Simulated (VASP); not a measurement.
**Mg3Sb2: single point with PBEsol**

Crystal: Mg3Sb2.

```
CELL_PARAMETERS angstrom
4.55435 0.00000 0.00000
-2.27718 3.94418 0.00000
0.00000 0.00000 7.17075
ATOMIC_POSITIONS crystal
Mg 0.00000 0.00000 0.00000
Mg 0.33333 0.66667 0.63285
Mg 0.66667 0.33333 0.36715
Sb 0.33333 0.66667 0.22410
Sb 0.66667 0.33333 0.77590
```

```
Program                : VASP 6.6.1
Task                   : single point
Functional             : PBEsol
Potentials or basis    : VASP PAW PBE potentials, release 64 (Mg, Sb)
Cutoff                 : 520 eV
k mesh                 : 6 × 6 × 4
Occupations            : fermi-dirac, width 0.02 eV
Spin                   : no spin polarisation
Dipole correction      : no
Further INCAR settings : ALGO = Normal; EDIFF = 1e-06; NBANDS = 16
```

```yaml
Pressure: 0.1 GPa
Largest_force: 0.018 eV/Å
Band_gap_on_the_k_mesh: 0.17 eV, indirect (least direct gap 1.09 eV)
```

Forces on the atoms (eV/Å):
```
Mg   0.000  0.000  0.000
Mg   0.000  0.000 -0.004
Mg   0.000  0.000  0.004
Sb   0.000  0.000 -0.018
Sb   0.000  0.000  0.018
```

Levels at points of the mesh, in eV from the valence-band top:
```
           k point  band 6  band 7  band 8  band 9  band 10  band 11
(0.00, 0.00, 0.00)   -0.46   -0.46    0.00    1.09     1.13     2.97
(0.50, 0.00, 0.00)   -2.42   -2.29   -0.95    0.28     1.90     2.08
(0.00, 0.00, 0.50)   -0.84   -0.82   -0.82    1.66     1.82     2.62
(0.50, 0.00, 0.50)   -1.73   -1.71   -1.60    0.45     1.21     1.69
```

It took 45 s on 1 thread of Intel(R) Xeon(R) Platinum 8488C (Sapphire Rapids) (shared host), peak memory 0.25 GiB.

Caveat: the PAW data sets were made with another functional, which shifts forces and pressure a little; spin-orbit coupling is left out, which moves the levels of the heavy elements. A k mesh can miss the band edges.
